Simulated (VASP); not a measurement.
Write the native input for VASP 6.6.1 that does the following.

* Task: single point
* Functional: HSE06
* Potentials or basis: VASP PAW PBE potentials, release 64 (Se, Sb)
* Cutoff: 520 eV
* k mesh: 3 × 3 × 3
* Occupations: fermi-dirac, width 0.1 eV
* Spin: non-collinear spin, zero start, spin-orbit coupling
* Starting moments: [[0.0, 0.0, 0.0], [0.0, 0.0, 0.0]] μB
* Dipole correction: no
* Grid for exact exchange (PRECFOCK): Normal
* Further INCAR settings: ALGO = Normal; EDIFF = 1e-06; NBANDS = 23
* Share of exact exchange: 0.25
* Screening parameter: 0.2079 1/Å

Crystal: SbSe.

```
Se Sb
1.0
     2.04880    3.54861    0.00000
    -2.04880    3.54861    0.00000
     0.00000   -2.36574    3.67702
Se Sb
1 1
Direct
  0.00000 0.00000 0.00000
  0.50000 0.50000 0.50000
```

One way to write it, as run:

POSCAR

```
SbSe
1.0
    2.0487970000      3.5486150000      0.0000000000
   -2.0487970000      3.5486150000      0.0000000000
    0.0000000000     -2.3657430000      3.6770240000
Se Sb
1 1
Direct
    0.0000000000      0.0000000000      0.0000000000
    0.5000000000      0.5000000000      0.5000000000
```

INCAR.step1

```
  PREC = Accurate
  ENCUT = 520
  EDIFF = 1E-5
  ISMEAR = -1
  SIGMA = 0.1
  LREAL = False
  LASPH = True
  NELM = 150
  ALGO = Normal
  ISIF = 2
  LWAVE = True
  LCHARG = False
  MAGMOM = 0 0 0 0 0 0
  LORBIT = 11
  LSORBIT = True
  GGA_COMPAT = False
  LORBMOM = True
  GGA = PE
  NBANDS = 23
```

INCAR.step2

```
  PREC = Accurate
  ENCUT = 520
  EDIFF = 1E-6
  ISMEAR = -1
  SIGMA = 0.1
  LREAL = False
  LASPH = True
  NELM = 150
  ALGO = Normal
  ISIF = 2
  LWAVE = False
  LCHARG = False
  MAGMOM = 0 0 0 0 0 0
  LORBIT = 11
  LSORBIT = True
  GGA_COMPAT = False
  LORBMOM = True
  GGA = PE
  LHFCALC = True
  HFSCREEN = 0.2079
  PRECFOCK = Normal
  ISTART = 1
  NBANDS = 23
```

KPOINTS

```
Automatic mesh
0
Gamma
  3 3 3
```

Potentials or basis: VASP PAW PBE potentials, release 64 (Se, Sb).

The run is started by

```sh
$ cat potpaw_PBE.64/Se/POTCAR potpaw_PBE.64/Sb/POTCAR > POTCAR
$ cp INCAR.step1 INCAR
$ mpirun -np 1 vasp_ncl > vasp.out
$ cp INCAR.step2 INCAR
$ mpirun -np 1 vasp_ncl > vasp.out
```

It gave:

The pressure is -2.5 GPa. The net moment is 0.00 μB per cell and the valence electrons inside the program's atomic spheres are Se 3.77; Sb 2.43.

Caveat: the k points lie up to 0.62 Å⁻¹ apart; the PAW data sets were made with another functional, which shifts forces and pressure a little.

It took 19 min on 1 thread of AMD EPYC 7R13, with other jobs on the host, peak memory 0.39 GiB.
